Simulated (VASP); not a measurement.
# GaSb3 (C2/m) in VASP: further runs

The runs below take GaSb3 through single point, with PBEsol.

All numbers are computed with VASP 6.6.1; they aren't measurements. Logs are shortened: lines on timing, memory, paths and dates and some standing lists are left out, and cuts for length are marked.

## (1) The cell of the first run

It takes space group C2/m (No. 12, monoclinic). The conventional cell has a = 7.299 Å, b = 7.293 Å, c = 5.242 Å, α = 90.00°, β = 129.61°, γ = 90.00°. Within 4.2 Å of Ga (site symmetry 2/m) lie 14 Sb at 3.19 to 4.05 Å. Sb (site symmetry 2) has 4 Ga at 3.19 to 3.36 Å and 10 Sb at 3.19 to 4.05 Å within 4.2 Å. Sb (site symmetry 2/m) has 8 Sb at 3.19 to 3.36 Å and 6 Ga at 3.65 to 4.05 Å within 4.2 Å.

## (2) Single point, PBEsol (engineering shear strain xz -0.0800, normal strain along z +0.1100)

Contents of INCAR:

```
SYSTEM = GaSb3
PREC = Accurate
ENCUT = 520
EDIFF = 1E-7
ISMEAR = 0
SIGMA = 0.15
LREAL = .False.
LASPH = .True.
NELM = 80
ALGO = Normal
ISIF = 2
LWAVE = .False.
LCHARG = .True.
GGA = PS
LELF = .True.
LVHAR = .True.
NBANDS = 22
```

Contents of KPOINTS:

```
regular mesh
0
Gamma
  10 10 10
  0 0 0
```

Contents of POSCAR:

```
GaSb3
1.0
   -0.1458668159      3.6466703981      4.0478041419
    3.5008035822      0.0000000000      3.9019373260
    3.6466703981      3.6466703981     -0.1458668159
Ga Sb
1 3
Direct
    0.0000000000      0.0000000000      0.0000000000
    0.2500000000      0.2500000000      0.2500000000
    0.7500000000      0.7500000000      0.7500000000
    0.5000000000      0.5000000000      0.5000000000
```

Potentials or basis: VASP PAW PBE potentials, release 64 (Ga_d, Sb).

Command:

```bash
> cat potpaw_PBE.64/Ga_d/POTCAR potpaw_PBE.64/Sb/POTCAR > POTCAR
> mpirun -np 1 vasp_std > vasp.out
```

OUTCAR:

```text
SYSTEM = GaSb3
   PREC = Accurate
   ENCUT = 520
   EDIFF = 1E-7
   ISMEAR = 0
   LREAL = .False.
   LASPH = .True.
   NELM = 80
   ISIF = 2
   GGA = PS

 ion  position               nearest neighbor table
   1  0.000  0.000  0.000-   3 3.19   2 3.19   3 3.19   2 3.19
   2  0.250  0.250  0.250-   1 3.19   1 3.19   4 3.19   4 3.19   4 3.36   4 3.36   3 3.65   3 3.65
                             3 3.65   3 3.65
   3  0.750  0.750  0.750-   4 3.19   1 3.19   4 3.19   1 3.19   4 3.36   4 3.36   2 3.65   2 3.65
                             2 3.65   2 3.65
   4  0.500  0.500  0.500-   2 3.19   2 3.19   3 3.19   3 3.19   2 3.36   3 3.36   2 3.36   3 3.36

  LATTYP: Found a base centered monoclinic cell.
 ALAT       =     7.2991731368
 B/A-ratio  =     0.9992009587
 C/A-ratio  =     0.7181919802
 COS(beta)  =    -0.6375278822

  Lattice vectors:

 A1 = (  -3.6466703981,   3.6466703981,   0.1458668159)
 A2 = (  -3.6466703981,  -3.6466703981,   0.1458668159)
 A3 = (   3.5008035822,   0.0000000000,   3.9019373260)

Analysis of symmetry for initial positions (statically):
=====================================================================
 Subroutine PRICEL returns:
 Original cell was already a primitive cell.

 Routine SETGRP: Setting up the symmetry group for a
 base centered monoclinic supercell.

 Subroutine GETGRP returns: Found  4 space group operations
 (whereof  4 operations were pure point group operations)
 out of a pool of  4 trial point group operations.

The static configuration has the point symmetry C_2h.

Analysis of symmetry for dynamics (positions and initial velocities):
=====================================================================
 Subroutine PRICEL returns:
 Original cell was already a primitive cell.

 Routine SETGRP: Setting up the symmetry group for a
 base centered monoclinic supercell.

 Subroutine GETGRP returns: Found  4 space group operations
 (whereof  4 operations were pure point group operations)
 out of a pool of  4 trial point group operations.

The dynamic configuration has the point symmetry C_2h.

 Subroutine INISYM returns: Found  4 space group operations
 (whereof  4 operations are pure point group operations),
 and found     1 'primitive' translations

----------------------------------------------------------------------------------------

                                     Primitive cell

  volume of cell :     107.5019

  direct lattice vectors                    reciprocal lattice vectors
    -0.145866816  3.646670398  4.047804142    -0.132361217  0.137111377  0.118753990
[... 93 lines left out ...]
   NSW    =      0    number of steps for IOM
   IBRION =     -1    ionic relax: 0-MD 1-quasi-New 2-CG
   NFREE  =      0    steps in history (QN), initial steepest desc. (CG)
   ISIF   =      2    stress and relaxation
   ISYM   =      2    0-nonsym 1-usesym 2-fastsym
   POTIM  = 0.5000    time-step for ionic-motion
   TEBEG  =    0.0;   TEEND  =   0.0 temperature during run
   PSTRESS=    0.0 pullay stress
   NELECT =      28.0000    total number of electrons
   NUPDOWN=      -1.0000    fix difference up-down
   EMIN   =  10.00;   EMAX   =-10.00  energy-range for DOS
   EFERMI =   0.00;   METHOD = LEGACY
   ISMEAR =     0;   SIGMA  =   0.15  broadening in eV -4-tet -1-fermi 0-gaus
   EFERMI_NEDOS =   21; number of points for ismear=-14 and -15
   IALGO  =     38    algorithm
   IMIX   =      4    mixing-type and parameters
     AMIX     =   0.40;   BMIX     =  1.00
     AMIX_MAG =   1.60;   BMIX_MAG =  1.00
  volume/ion in A,a.u.               =      26.88       181.36
  Fermi-wavevector in a.u.,A,eV,Ry     =   1.045495  1.975700 14.871995  1.093061
  Thomas-Fermi vector in A             =   2.180294
   LORBIT       =      0    0 simple, 1 ext, 2 COOP (PROOUT), +10 PAW based schemes
   GGA     = PS    functional components
   LHFCALC =     F    Hartree Fock is set to
   AEXX    =    0.0000 exact exchange contribution
   IVDW    =     0    specifies the selected vdW correction
   LEPSILON=     F    determine dielectric tensor
   LRPA    =     F    only Hartree local field effects (RPA)
 non-spin polarized calculation
 Gauss-broadening in eV      SIGMA  =   0.15
  energy-cutoff  :      520.00
  volume of cell :      107.50
 maximum number of plane-waves:      2921
 NGX is ok and might be reduce to    42
   NGX = 21   NGY = 19   NGZ = 19

 number of electron      27.9999998 magnetization

 Free energy of the ion-electron system (eV)
  ---------------------------------------------------
  ext. energy  EPLUGINS =         0.00000000
  ---------------------------------------------------
  free energy    TOTEN  =       -16.17123433 eV

  energy without entropy =      -16.14279605  energy(sigma->0) =      -16.15701519

 E-fermi :   6.9027     XC(G=0): -10.1416

 val. band max:        6.8956013840   @ k =   0.2000   0.3000   0.1000
 cond. band min:       6.9033411659   @ k =   0.3000   0.2000   0.1000
 fundamental gap:      0.0077397819
 Fermi energy:         6.9027423531

 k-point     1 :       0.0000    0.0000    0.0000
  band No.  band energies     occupation
      1      -7.8352      2.00000
      2      -7.8314      2.00000
      3      -7.8281      2.00000
      4      -7.8229      2.00000
      5      -7.8141      2.00000
      6      -5.3039      2.00000
[... 589 lines left out ...]
     21      11.6131      0.00000
     22      14.4085      0.00000

 [... further k-points ...]

------------------------ aborting loop because EDIFF is reached ----------------------------------------

  FORCE on cell =-STRESS in cart. coord.  units (eV):
  Direction    XX          YY          ZZ          XY          YZ          ZX
  --------------------------------------------------------------------------------------
  -------------------------------------------------------------------------------------
  Total       -2.8170030     -2.7410977     -3.2212962      0.0000000      0.0000000      0.5182470
  in kB      -41.9838101    -40.8525383    -48.0092801      0.0000000      0.0000000      7.7238048
  external PRESSURE =     -43.6152095 kB  Pullay stress =       0.0000000 kB

 VOLUME and BASIS-vectors are now :
 -----------------------------------------------------------------------------
  energy-cutoff  :      520.00
  volume of cell :      107.50
      direct lattice vectors                 reciprocal lattice vectors
    -0.145866816  3.646670398  4.047804142    -0.132361217  0.137111377  0.118753990
     3.500803582  0.000000000  3.901937326     0.142257383 -0.137111377  0.128650155
     3.646670398  3.646670398 -0.145866816     0.132361217  0.137111377 -0.118753990

 POSITION                                       TOTAL-FORCE (eV/Angst)
 -----------------------------------------------------------------------------------
      0.00000      0.00000      0.00000        -0.000000     -0.000000      0.000000
      1.75040      1.82334      1.95097         0.000000     -0.117987      0.000000
      5.25121      5.47001      5.85291        -0.000000      0.117987     -0.000000
      3.50080      3.64667      3.90194        -0.000000      0.000000      0.000000
 -----------------------------------------------------------------------------------
    total drift:                               -0.000000      0.000000      0.000000

  FREE ENERGIE OF THE ION-ELECTRON SYSTEM (eV)
  ---------------------------------------------------
  free  energy   TOTEN  =       -16.1712343304 eV

  energy  without entropy=      -16.1427960481  energy(sigma->0) =      -16.15701519
```

OSZICAR:

```text
N       E                     dE             d eps       ncg     rms          rms(c)
DAV:   1     0.156378894915E+03    0.15638E+03   -0.11573E+04 12892   0.133E+03
DAV:   2    -0.888307568262E+00   -0.15727E+03   -0.15120E+03 13806   0.313E+02
DAV:   3    -0.157660701202E+02   -0.14878E+02   -0.14388E+02 15242   0.808E+01
DAV:   4    -0.162039443769E+02   -0.43787E+00   -0.43576E+00 13964   0.144E+01
DAV:   5    -0.162147374433E+02   -0.10793E-01   -0.10790E-01 15980   0.235E+00    0.289E+00
DAV:   6    -0.161822838981E+02    0.32454E-01   -0.49481E-02 16114   0.221E+00    0.158E+00
DAV:   7    -0.161715923048E+02    0.10692E-01   -0.25523E-02 14906   0.111E+00    0.160E-01
DAV:   8    -0.161712395271E+02    0.35278E-03   -0.21288E-03 14632   0.427E-01    0.665E-02
DAV:   9    -0.161712349165E+02    0.46107E-05   -0.14466E-04 15020   0.751E-02    0.195E-02
DAV:  10    -0.161712349106E+02    0.58553E-08   -0.14318E-05 14584   0.383E-02    0.516E-03
DAV:  11    -0.161712346768E+02    0.23377E-06   -0.12020E-06 17642   0.930E-03    0.187E-03
DAV:  12    -0.161712343992E+02    0.27760E-06   -0.85974E-08  8788   0.302E-03    0.455E-04
DAV:  13    -0.161712343304E+02    0.68840E-07   -0.13240E-08  8130   0.122E-03
   1 F= -.16171234E+02 E0= -.16157015E+02  d E =-.284383E-01
```

stdout:

```text
POSCAR found type information on POSCAR GaSb
 POSCAR found :  2 types and       4 ions
 scaLAPACK will be used
 -----------------------------------------------------------------------------
|                                                                             |
|                                                                             |
|     You enforced a specific xc type in the INCAR file but a different       |
|     I HOPE YOU KNOW WHAT YOU ARE DOING!                                     |
|                                                                             |
 -----------------------------------------------------------------------------

 LDA part: xc-table for (Slater+PW92), standard interpolation
 POSCAR, INCAR and KPOINTS ok, starting setup
 FFT: planning ... GRIDC
 FFT: planning ... GRID_SOFT
 FFT: planning ... GRID
 WAVECAR not read
 entering main loop
```

It took 10 min on 1 thread of Intel Xeon Platinum 8259CL at 2.50GHz (Skylake/Cascade Lake), shared host; peak memory 0.71 GiB.

Results:

* Free energy: -16.1712 eV
* Pressure: -4.4 GPa
* Largest force: 0.118 eV/Å
* Band gap on the k mesh: zero (bands 14 and 15 overlap by 3.89 eV)

Forces on the atoms (eV/Å):
```
Ga   0.000  0.000  0.000
Sb   0.000 -0.118  0.000
Sb   0.000  0.118  0.000
Sb   0.000  0.000  0.000
```

Caveat: the cell differs from its parent crystal (engineering shear strain xz -0.0800, normal strain along z +0.1100); the cell stands under tension; the PAW data sets were made with another functional, which shifts forces and pressure a little; spin-orbit coupling is left out, which moves the levels of the heavy elements.

## (3) Single point, PBEsol (engineering shear strain xz -0.0800, normal strain along z -0.1100)

Contents of INCAR:

```
PREC = Accurate ; ENCUT = 520
EDIFF = 1E-6 ; ISMEAR = 0
SIGMA = 0.15 ; LREAL = False
LASPH = True ; NELM = 100
ALGO = Normal ; ISIF = 2
LWAVE = False ; LCHARG = False
GGA = PS ; NBANDS = 22
```

Contents of KPOINTS:

```
Automatic mesh
0
Gamma
  10 10 10
```

POSCAR: that of step 2 with these lines changed.

```diff
@@ -2,4 +2,4 @@
 1.0
-   -0.1458668159      3.6466703981      4.0478041419
-    3.5008035822      0.0000000000      3.9019373260
+   -0.1458668159      3.6466703981      3.2455366543
+    3.5008035822      0.0000000000      3.0996698384
     3.6466703981      3.6466703981     -0.1458668159
```

Potentials or basis: VASP PAW PBE potentials, release 64 (Ga_d, Sb).

Command:

```bash
> cat potpaw_PBE.64/Ga_d/POTCAR potpaw_PBE.64/Sb/POTCAR > POTCAR
> mpirun -np 1 vasp_std > vasp.out
```

Run time: 3.2 min. Hardware: 1 thread of Intel Xeon Platinum 8488C (Sapphire Rapids), shared host; peak memory 0.59 GiB.

The run converged. Its results:

```yaml
Free_energy: -15.9491 eV
Pressure: 11.4 GPa
Largest_force: 0.337 eV/Å
Band_gap_on_the_k_mesh: zero (bands 14 and 15 overlap by 4.02 eV)
```

Forces on the atoms (eV/Å):
```
Ga   0.000  0.000  0.000
Sb   0.000 -0.337  0.000
Sb   0.000  0.337  0.000
Sb   0.000  0.000  0.000
```

Stress tensor (GPa, compression positive):
```
10.66  0.00  2.32
 0.00 11.48  0.00
 2.32  0.00 11.97
```

Levels at points of the mesh, in eV from the Fermi level:
```tsv
k point	band 10	band 11	band 12	band 13	band 14	band 15	band 16	band 17	band 18	band 19
(0.00, 0.00, 0.00)	-3.23	-3.14	-3.11	-3.09	-2.78	-2.32	-1.42	-1.40	0.53	2.60
(0.50, 0.00, 0.00)	-4.45	-3.45	-3.29	-2.68	0.04	0.36	1.60	2.39	2.91	3.62
(0.00, 0.50, 0.00)	-4.72	-3.85	-3.69	-3.07	-0.41	0.01	1.88	2.65	3.69	4.38
(0.50, 0.50, 0.00)	-6.60	-6.59	0.15	0.34	1.02	1.59	1.86	2.13	3.66	4.96
(0.50, 0.00, 0.50)	-6.20	-5.93	0.28	1.11	1.11	1.75	2.04	2.88	3.43	4.01
(0.00, 0.50, 0.50)	-6.35	-6.11	0.28	1.02	1.09	1.61	1.93	2.74	3.08	3.71
```

Caveat: the cell differs from its parent crystal (engineering shear strain xz -0.0800, normal strain along z -0.1100); the cell stands under pressure; the PAW data sets were made with another functional, which shifts forces and pressure a little; spin-orbit coupling is left out, which moves the levels of the heavy elements.
